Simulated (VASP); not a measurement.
# Yb (Fd-3m) in VASP: further runs

Runs on Yb. Level: PBEsol. Tasks: single point.

All numbers are computed with VASP 6.6.1; they aren't measurements. Logs are shortened: lines on timing, memory, paths and dates and some standing lists are left out, and cuts for length are marked.

## (1) The cell of the first run

The structure is cubic, space group Fd-3m (No. 227). The conventional cell has a = 8.338 Å, b = 8.338 Å, c = 8.338 Å, α = 90.00°, β = 90.00°, γ = 90.00°. Within 4.7 Å of Yb (site symmetry -43m) lie 4 Yb at 3.61 Å.

This isn't the form of Yb at room conditions, which is fcc.

## (2) Single point, PBEsol

File INCAR:

```
PREC = Accurate ; ENCUT = 520
EDIFF = 1E-6 ; ISMEAR = -1
SIGMA = 0.1 ; LREAL = False
LASPH = True ; NELM = 100
ALGO = Normal ; ISIF = 2
LWAVE = False ; LCHARG = True
GGA = PS ; LELF = True
LVHAR = True ; NBANDS = 31
```

File KPOINTS:

```
regular mesh
0
Gamma
  7 7 7
```

File POSCAR:

```
Yb
1.0
    0.0000000000      4.1687677301      4.1687677301
    4.1687677301      0.0000000000      4.1687677301
    4.1687677301      4.1687677301      0.0000000000
Yb
2
Direct
    0.1250000000      0.1250000000      0.1250000000
    0.8750000000      0.8750000000      0.8750000000
```

Potentials or basis: VASP PAW PBE potentials, release 64 (Yb).

Launch:

```console
$ cat potpaw_PBE.64/Yb/POTCAR > POTCAR
$ mpirun -np 1 vasp_std > vasp.out
```

OUTCAR:

```text
PREC = Accurate
   ENCUT = 520
   EDIFF = 1E-6
   ISMEAR = -1
   LREAL = False
   LASPH = True
   NELM = 100
   ISIF = 2
   GGA = PS

 ion  position               nearest neighbor table
   1  0.125  0.125  0.125-   2 3.61   2 3.61   2 3.61   2 3.61
   2  0.875  0.875  0.875-   1 3.61   1 3.61   1 3.61   1 3.61

  LATTYP: Found a face centered cubic cell.
 ALAT       =     8.3375354602

  Lattice vectors:

 A1 = (   0.0000000000,   4.1687677301,   4.1687677301)
 A2 = (   4.1687677301,   0.0000000000,   4.1687677301)
 A3 = (   4.1687677301,   4.1687677301,   0.0000000000)

Analysis of symmetry for initial positions (statically):
=====================================================================
 Subroutine PRICEL returns:
 Original cell was already a primitive cell.

 Routine SETGRP: Setting up the symmetry group for a
 face centered cubic supercell.

 Subroutine GETGRP returns: Found 48 space group operations
 (whereof 12 operations were pure point group operations)
 out of a pool of 48 trial point group operations.

The static configuration has the point symmetry D_3d.
 The point group associated with its full space group is O_h .

Analysis of symmetry for dynamics (positions and initial velocities):
=====================================================================
 Subroutine PRICEL returns:
 Original cell was already a primitive cell.

 Routine SETGRP: Setting up the symmetry group for a
 face centered cubic supercell.

 Subroutine GETGRP returns: Found 48 space group operations
 (whereof 12 operations were pure point group operations)
 out of a pool of 48 trial point group operations.

The dynamic configuration has the point symmetry D_3d.
 The point group associated with its full space group is O_h .

 Subroutine INISYM returns: Found 48 space group operations
 (whereof 12 operations are pure point group operations),
 and found     1 'primitive' translations

----------------------------------------------------------------------------------------

                                     Primitive cell

  volume of cell :     144.8949

  direct lattice vectors                    reciprocal lattice vectors
     0.000000000  4.168767730  4.168767730    -0.119939520  0.119939520  0.119939520
     4.168767730  0.000000000  4.168767730     0.119939520 -0.119939520  0.119939520
     4.168767730  4.168767730  0.000000000     0.119939520  0.119939520 -0.119939520

  length of vectors
     5.895527862  5.895527862  5.895527862     0.207741342  0.207741342  0.207741342

  position of ions in fractional coordinates (direct lattice)
     0.125000000  0.125000000  0.125000000
     0.875000000  0.875000000  0.875000000

  ion indices of the primitive-cell ions
   primitive index   ion index
                 1           1
                 2           2

----------------------------------------------------------------------------------------

 KPOINTS: regular mesh

Automatic generation of k-mesh.
 Grid dimensions read from file:
 generate k-points for:    7    7    7

 Generating k-lattice:

  Cartesian coordinates                     Fractional coordinates (reciprocal lattice)
    -0.017134217  0.017134217  0.017134217     0.142857143  0.000000000  0.000000000
     0.017134217 -0.017134217  0.017134217     0.000000000  0.142857143  0.000000000
     0.017134217  0.017134217 -0.017134217     0.000000000  0.000000000  0.142857143

  Length of vectors
     0.029677335  0.029677335  0.029677335

  Shift w.r.t. Gamma in fractional coordinates (k-lattice)
     0.000000000  0.000000000  0.000000000

 Subroutine IBZKPT returns following result:
 ===========================================

 Found     20 irreducible k-points:

 Following reciprocal coordinates:
            Coordinates               Weight
  0.000000  0.000000  0.000000      1.000000
  0.142857  0.000000  0.000000      8.000000
  0.285714  0.000000  0.000000      8.000000
  0.428571  0.000000  0.000000      8.000000
  0.142857  0.142857  0.000000      6.000000
  0.285714  0.142857  0.000000     24.000000
[... 12 lines left out ...]
 -0.428571  0.428571  0.142857     24.000000
 -0.285714  0.428571  0.142857     24.000000
   k-points           NKPTS =     20   k-points in BZ     NKDIM =     20   number of bands    NBANDS=     31
   number of dos      NEDOS =    301   number of ions     NIONS =      2
   total plane-waves  NPLWV = 110592
   dimension x,y,z NGX =    48 NGY =   48 NGZ =   48
   dimension x,y,z NGXF=    96 NGYF=   96 NGZF=   96
   ions per type =               2
   NGX,Y,Z   is equivalent  to a cutoff of  13.54, 13.54, 13.54 a.u.
   NGXF,Y,Z  is equivalent  to a cutoff of  27.07, 27.07, 27.07 a.u.
 SYSTEM =  unknown system
   PREC   = accura    normal or accurate (medium, high low for compatibility)
   ISTART =      0    job   : 0-new  1-cont  2-samecut
   ICHARG =      2    charge: 1-file 2-atom 10-const
   ISPIN  =      1    spin polarized calculation?
   LNONCOLLINEAR =      F non collinear calculations
   LSORBIT =      F    spin-orbit coupling
   LASPH  =      T    aspherical Exc in radial PAW
   ENCUT  =  520.0 eV  38.22 Ry    6.18 a.u.  10.96 10.96 10.96*2*pi/ulx,y,z
   NELM   =    100;   NELMIN=  2; NELMDL= -5     # of ELM steps
   EDIFF  = 0.1E-05   stopping-criterion for ELM
   LREAL  =      F    real-space projection
   EDIFFG = 0.1E-04   stopping-criterion for IOM
   NSW    =      0    number of steps for IOM
   IBRION =     -1    ionic relax: 0-MD 1-quasi-New 2-CG
   NFREE  =      0    steps in history (QN), initial steepest desc. (CG)
   ISIF   =      2    stress and relaxation
   ISYM   =      2    0-nonsym 1-usesym 2-fastsym
   POTIM  = 0.5000    time-step for ionic-motion
   TEBEG  =    0.0;   TEEND  =   0.0 temperature during run
   PSTRESS=    0.0 pullay stress
   NELECT =      48.0000    total number of electrons
   NUPDOWN=      -1.0000    fix difference up-down
   EMIN   =  10.00;   EMAX   =-10.00  energy-range for DOS
   EFERMI =   0.00;   METHOD = LEGACY
   ISMEAR =    -1;   SIGMA  =   0.10  broadening in eV -4-tet -1-fermi 0-gaus
   EFERMI_NEDOS =   21; number of points for ismear=-14 and -15
   IALGO  =     38    algorithm
   IMIX   =      4    mixing-type and parameters
     AMIX     =   0.40;   BMIX     =  1.00
     AMIX_MAG =   1.60;   BMIX_MAG =  1.00
  volume/ion in A,a.u.               =      72.45       488.90
  Fermi-wavevector in a.u.,A,eV,Ry     =   1.132759  2.140604 17.458222  1.283143
  Thomas-Fermi vector in A             =   2.269461
   LORBIT       =      0    0 simple, 1 ext, 2 COOP (PROOUT), +10 PAW based schemes
   GGA     = PS    functional components
   LHFCALC =     F    Hartree Fock is set to
   AEXX    =    0.0000 exact exchange contribution
   IVDW    =     0    specifies the selected vdW correction
   LEPSILON=     F    determine dielectric tensor
   LRPA    =     F    only Hartree local field effects (RPA)
 non-spin polarized calculation
  energy-cutoff  :      520.00
  volume of cell :      144.89
 maximum number of plane-waves:      3923
 NGX is ok and might be reduce to    48
   NGX = 21   NGY = 21   NGZ = 21

 number of electron      47.9999990 magnetization

 Free energy of the ion-electron system (eV)
  ---------------------------------------------------
  ext. energy  EPLUGINS =         0.00000000
  ---------------------------------------------------
  free energy    TOTEN  =        -5.21062877 eV

  energy without entropy =       -5.03654513  energy(sigma->0) =       -5.12358695

 E-fermi :  -0.4603     XC(G=0):  -6.7415

 val. band max:       -0.4625990186   @ k =  -0.2857   0.2857   0.0000
 cond. band min:      -0.4000512984   @ k =  -0.4286   0.4286   0.1429
 fundamental gap:      0.0625477202
 Fermi energy:        -0.4603267980

 k-point     1 :       0.0000    0.0000    0.0000
  band No.  band energies     occupation
      1     -52.7851      2.00000
      2     -52.7692      2.00000
      3     -25.2441      2.00000
      4     -25.2441      2.00000
      5     -25.2441      2.00000
      6     -25.1228      2.00000
[... 23 lines left out ...]
     30       1.4270      0.00000
     31       1.4270      0.00000

 k-point     2 :       0.1429    0.0000    0.0000
  band No.  band energies     occupation
      1     -52.7845      2.00000
      2     -52.7698      2.00000
      3     -25.2464      2.00000
      4     -25.2464      2.00000
      5     -25.2429      2.00000
      6     -25.1244      2.00000
[... 23 lines left out ...]
     30       1.4477      0.00000
     31       1.4477      0.00000

 k-point     3 :       0.2857    0.0000    0.0000
  band No.  band energies     occupation
      1     -52.7830      2.00000
      2     -52.7713      2.00000
      3     -25.2513      2.00000
      4     -25.2513      2.00000
      5     -25.2401      2.00000
      6     -25.1280      2.00000
[... 23 lines left out ...]
     30       1.5972      0.00000
     31       1.5972      0.00000

 k-point     4 :       0.4286    0.0000    0.0000
  band No.  band energies     occupation
      1     -52.7814      2.00000
      2     -52.7729      2.00000
      3     -25.2549      2.00000
      4     -25.2549      2.00000
      5     -25.2377      2.00000
      6     -25.1310      2.00000
[... 23 lines left out ...]
     30       1.8640      0.00000
     31       1.8640      0.00000

 k-point     5 :       0.1429    0.1429    0.0000
  band No.  band energies     occupation
      1     -52.7843      2.00000
      2     -52.7700      2.00000
      3     -25.2490      2.00000
      4     -25.2490      2.00000
      5     -25.2383      2.00000
      6     -25.1291      2.00000
[... 23 lines left out ...]
     30       1.4266      0.00000
     31       1.4266      0.00000
[... 406 lines left out ...]
     30       1.5150      0.00000
     31       1.8431      0.00000

 k-point    18 :      -0.4286    0.2857    0.1429
  band No.  band energies     occupation
      1     -52.7799      2.00000
      2     -52.7743      2.00000
      3     -25.2659      2.00000
      4     -25.2603      2.00000
      5     -25.2135      2.00000
      6     -25.1551      2.00000
[... 23 lines left out ...]
     30       1.6860      0.00000
     31       2.2256      0.00000

 k-point    19 :      -0.4286    0.4286    0.1429
  band No.  band energies     occupation
      1     -52.7787      2.00000
      2     -52.7755      2.00000
      3     -25.2668      2.00000
      4     -25.2650      2.00000
      5     -25.1983      2.00000
      6     -25.1706      2.00000
[... 23 lines left out ...]
     30       1.4329      0.00000
     31       2.2512      0.00000

 k-point    20 :      -0.2857    0.4286    0.1429
  band No.  band energies     occupation
      1     -52.7782      2.00000
      2     -52.7760      2.00000
      3     -25.2682      2.00000
      4     -25.2643      2.00000
      5     -25.1965      2.00000
      6     -25.1722      2.00000
[... 23 lines left out ...]
     30       1.5555      0.00000
     31       2.3991      0.00000

------------------------ aborting loop because EDIFF is reached ----------------------------------------

  FORCE on cell =-STRESS in cart. coord.  units (eV):
  Direction    XX          YY          ZZ          XY          YZ          ZX
  --------------------------------------------------------------------------------------
  -------------------------------------------------------------------------------------
  Total       -0.5357465     -0.5357465     -0.5357465     -0.0000000      0.0000000     -0.0000000
  in kB       -5.9240244     -5.9240244     -5.9240244     -0.0000000      0.0000000     -0.0000000
  external PRESSURE =      -5.9240244 kB  Pullay stress =       0.0000000 kB

 VOLUME and BASIS-vectors are now :
 -----------------------------------------------------------------------------
  energy-cutoff  :      520.00
  volume of cell :      144.89
      direct lattice vectors                 reciprocal lattice vectors
     0.000000000  4.168767730  4.168767730    -0.119939520  0.119939520  0.119939520
     4.168767730  0.000000000  4.168767730     0.119939520 -0.119939520  0.119939520
     4.168767730  4.168767730  0.000000000     0.119939520  0.119939520 -0.119939520

 POSITION                                       TOTAL-FORCE (eV/Angst)
 -----------------------------------------------------------------------------------
      1.04219      1.04219      1.04219         0.000000     -0.000000      0.000000
      7.29534      7.29534      7.29534        -0.000000      0.000000      0.000000
 -----------------------------------------------------------------------------------
    total drift:                                0.000000      0.000000      0.000000

  FREE ENERGIE OF THE ION-ELECTRON SYSTEM (eV)
  ---------------------------------------------------
  free  energy   TOTEN  =        -5.2106287667 eV

  energy  without entropy=       -5.0365451279  energy(sigma->0) =       -5.12358695
```

Wall time 8.5 min (1 thread of Intel Xeon 8259CL, shared host); peak memory 0.36 GiB.

What came out:

| Item | Value |
| --- | --- |
| Free energy | -5.2106 eV |
| Pressure | -0.6 GPa |
| Band gap on the k mesh | zero (bands 24 and 25 overlap by 1.12 eV) |

Caveat: the PAW data sets were made with another functional, which shifts forces and pressure a little; spin-orbit coupling is left out, which moves the levels of the heavy elements. Spin polarisation is off, so any magnetic state and its effect on volume and gap are missing.

## (3) Single point, PBEsol (66.65 Å³/atom)

This run uses another cell than the first one, of 66.65 Å³/atom.

File INCAR:

```
SYSTEM = Yb
ALGO = Normal ; EDIFF = 1E-6
ENCUT = 520 ; GGA = PS
ISIF = 2 ; ISMEAR = -1
LASPH = .TRUE. ; LCHARG = .TRUE.
LELF = .TRUE. ; LREAL = .FALSE.
LVHAR = .TRUE. ; LWAVE = .FALSE.
NBANDS = 31 ; NELM = 80
PREC = Accurate ; SIGMA = 0.1
```

File KPOINTS:

```
k-points
0
G
  8 8 8
  0 0 0
```

File POSCAR:

```
Yb
1.0
    0.0000000000      4.0544969134      4.0544969134
    4.0544969134      0.0000000000      4.0544969134
    4.0544969134      4.0544969134      0.0000000000
Yb
2
Direct
    0.1250000000      0.1250000000      0.1250000000
    0.8750000000      0.8750000000      0.8750000000
```

Potentials or basis: VASP PAW PBE potentials, release 64 (Yb).

Launch:

```console
$ cat potpaw_PBE.64/Yb/POTCAR > POTCAR
$ mpirun -np 1 vasp_std > vasp.out
```

OUTCAR:

```text
SYSTEM = Yb
   EDIFF = 1E-6
   ENCUT = 520
   GGA = PS
   ISIF = 2
   ISMEAR = -1
   LASPH = .TRUE.
   LREAL = .FALSE.
   NELM = 80
   PREC = Accurate

 ion  position               nearest neighbor table
   1  0.125  0.125  0.125-   2 3.51   2 3.51   2 3.51   2 3.51
   2  0.875  0.875  0.875-   1 3.51   1 3.51   1 3.51   1 3.51

  LATTYP: Found a face centered cubic cell.
 ALAT       =     8.1089938268

  Lattice vectors:

 A1 = (   0.0000000000,   4.0544969134,   4.0544969134)
[... 1004 lines left out ...]
------------------------ aborting loop because EDIFF is reached ----------------------------------------

  FORCE on cell =-STRESS in cart. coord.  units (eV):
  Direction    XX          YY          ZZ          XY          YZ          ZX
  --------------------------------------------------------------------------------------
  -------------------------------------------------------------------------------------
  Total        0.8024364      0.8024364      0.8024364     -0.0000000     -0.0000000      0.0000000
  in kB        9.6445123      9.6445123      9.6445123     -0.0000000     -0.0000000      0.0000000
  external PRESSURE =       9.6445123 kB  Pullay stress =       0.0000000 kB

 VOLUME and BASIS-vectors are now :
 -----------------------------------------------------------------------------
  energy-cutoff  :      520.00
  volume of cell :      133.30
      direct lattice vectors                 reciprocal lattice vectors
     0.000000000  4.054496913  4.054496913    -0.123319862  0.123319862  0.123319862
     4.054496913  0.000000000  4.054496913     0.123319862 -0.123319862  0.123319862
     4.054496913  4.054496913  0.000000000     0.123319862  0.123319862 -0.123319862

 POSITION                                       TOTAL-FORCE (eV/Angst)
 -----------------------------------------------------------------------------------
      1.01362      1.01362      1.01362        -0.000000     -0.000000     -0.000000
      7.09537      7.09537      7.09537         0.000000      0.000000      0.000000
 -----------------------------------------------------------------------------------
    total drift:                                0.000000      0.000000      0.000000

  FREE ENERGIE OF THE ION-ELECTRON SYSTEM (eV)
  ---------------------------------------------------
  free  energy   TOTEN  =        -5.2052181096 eV

  energy  without entropy=       -5.0273211703  energy(sigma->0) =       -5.11626964
```

OSZICAR:

```text
N       E                     dE             d eps       ncg     rms          rms(c)
DAV:   1     0.386399387299E+03    0.38640E+03   -0.16208E+04  2511   0.951E+03
[... 19 lines left out ...]
DAV:  21    -0.520600706935E+01   -0.35845E-03   -0.73070E-04  3452   0.464E-01    0.614E-01
DAV:  22    -0.520582937740E+01    0.17769E-03   -0.10266E-04  3268   0.212E-01    0.370E-01
DAV:  23    -0.520557620119E+01    0.25318E-03   -0.73301E-05  3269   0.235E-01    0.293E-01
DAV:  24    -0.520539244624E+01    0.18375E-03   -0.73640E-05  2706   0.253E-01    0.213E-01
DAV:  25    -0.520523514081E+01    0.15731E-03   -0.14804E-04  2669   0.373E-01    0.859E-02
DAV:  26    -0.520521832098E+01    0.16820E-04   -0.58220E-05  3564   0.144E-01    0.904E-02
DAV:  27    -0.520521836733E+01   -0.46348E-07   -0.14122E-05  2263   0.243E-02    0.191E-02
DAV:  28    -0.520521810955E+01    0.25778E-06   -0.10684E-06  1244   0.171E-02
   1 F= -.52052181E+01 E0= -.51162696E+01  d E =-.177897E+00
```

stdout:

```text
POSCAR found type information on POSCAR Yb
 POSCAR found :  1 types and       2 ions
 scaLAPACK will be used
 -----------------------------------------------------------------------------
|                                                                             |
|                                                                             |
|     You enforced a specific xc type in the INCAR file but a different       |
|     I HOPE YOU KNOW WHAT YOU ARE DOING!                                     |
|                                                                             |
 -----------------------------------------------------------------------------

 LDA part: xc-table for (Slater+PW92), standard interpolation
 POSCAR, INCAR and KPOINTS ok, starting setup
 FFT: planning ... GRIDC
 FFT: planning ... GRID_SOFT
 FFT: planning ... GRID
 WAVECAR not read
 entering main loop
```

It took 10 min on 1 thread of Intel Xeon 8259CL, shared host; peak memory 0.38 GiB.

What came out:

| Quantity | Value |
| --- | --- |
| Free energy | -5.2052 eV |
| Pressure | 1.0 GPa |
| Band gap on the k mesh | zero (bands 24 and 25 overlap by 1.23 eV) |

Levels at points of the mesh, in eV from the Fermi level:
```
           k point  band 21  band 22  band 23  band 24  band 25  band 26  band 27  band 28
(0.00, 0.00, 0.00)    -0.51    -0.51    -0.51     1.02     1.02     1.02     1.11     1.11
(0.50, 0.00, 0.00)    -0.52    -0.52    -0.51    -0.51     0.87     0.89     0.89     1.33
(0.50, 0.50, 0.00)    -0.52    -0.52    -0.52    -0.52     0.08     0.08     1.40     1.40
```

Caveat: the PAW data sets were made with another functional, which shifts forces and pressure a little; spin-orbit coupling is left out, which moves the levels of the heavy elements. Spin polarisation is off, so any magnetic state and its effect on volume and gap are missing.

The gap in the log of VASP goes by the Fermi energy; the results here count the filled bands.